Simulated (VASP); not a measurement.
Wanted: the native input for a VASP 6.6.1 run.

- Task: single point
- Functional: r2SCAN
- Potentials or basis: VASP PAW PBE potentials, release 64 (Ag, O)
- Cutoff: 660 eV
- k mesh: 7 × 7 × 7
- Occupations: fermi-dirac, width 0.1 eV
- Spin: no spin polarisation
- Dipole correction: no
- Further INCAR settings: ALGO = Normal; EDIFF = 1e-06; NBANDS = 37

Crystal: Ag2O.

```xyz
6
Lattice="4.7889 0.0000 0.0000 0.0000 4.7889 0.0000 0.0000 0.0000 4.7889" Properties=species:S:1:pos:R:3 pbc="T T T"
Ag    1.1972    1.1972    1.1972
Ag    1.1972    3.5916    3.5916
Ag    3.5916    3.5916    1.1972
Ag    3.5916    1.1972    3.5916
O     0.0000    0.0000    0.0000
O     2.3944    2.3944    2.3944
```

One way to write it, as run:

POSCAR

```
Ag2O
1.0
    4.7888524400      0.0000000000      0.0000000000
    0.0000000000      4.7888524400      0.0000000000
    0.0000000000      0.0000000000      4.7888524400
Ag O
4 2
Direct
    0.2500000000      0.2500000000      0.2500000000
    0.2500000000      0.7500000000      0.7500000000
    0.7500000000      0.7500000000      0.2500000000
    0.7500000000      0.2500000000      0.7500000000
    0.0000000000      0.0000000000      0.0000000000
    0.5000000000      0.5000000000      0.5000000000
```

INCAR.step1

```
SYSTEM = Ag2O
PREC = Accurate
ENCUT = 660
ISMEAR = -1
SIGMA = 0.1
LREAL = .FALSE.
LASPH = .TRUE.
NELM = 120
NBANDS = 37
GGA = PE
ALGO = Normal
EDIFF = 1E-5
LWAVE = .TRUE.
LCHARG = .FALSE.
GGA_COMPAT = .FALSE.
```

INCAR.step2

```
SYSTEM = Ag2O
PREC = Accurate
ENCUT = 660
EDIFF = 1E-6
ISMEAR = -1
SIGMA = 0.1
LREAL = .FALSE.
LASPH = .TRUE.
NELM = 120
ALGO = Normal
ISIF = 2
LWAVE = .FALSE.
LCHARG = .FALSE.
METAGGA = R2SCAN
LMIXTAU = .TRUE.
NBANDS = 37
ISTART = 1
GGA_COMPAT = .FALSE.
```

KPOINTS

```
regular mesh
0
G
  7 7 7
  0 0 0
```

Potentials or basis: VASP PAW PBE potentials, release 64 (Ag, O).

Command:

```sh
$ cat potpaw_PBE.64/Ag/POTCAR potpaw_PBE.64/O/POTCAR > POTCAR
$ cp INCAR.step1 INCAR
$ mpirun -np 1 vasp_std > vasp.out
$ cp INCAR.step2 INCAR
$ mpirun -np 1 vasp_std > vasp.out
```

Results of the run:

| Property | Result |
| --- | --- |
| Pressure | -1.7 GPa |
| Band gap on the k mesh | 0.21 eV |

Caveat: semilocal functionals underestimate gaps, and a narrow one can read as zero; the PAW data sets were made with another functional, which shifts forces and pressure a little; an odd mesh through Γ misses points on the zone boundary, where band edges can lie.

Wall time 3.8 min on 1 thread of Oxide Virtual Turin-like Processor, on a shared host, peak memory 0.27 GiB.
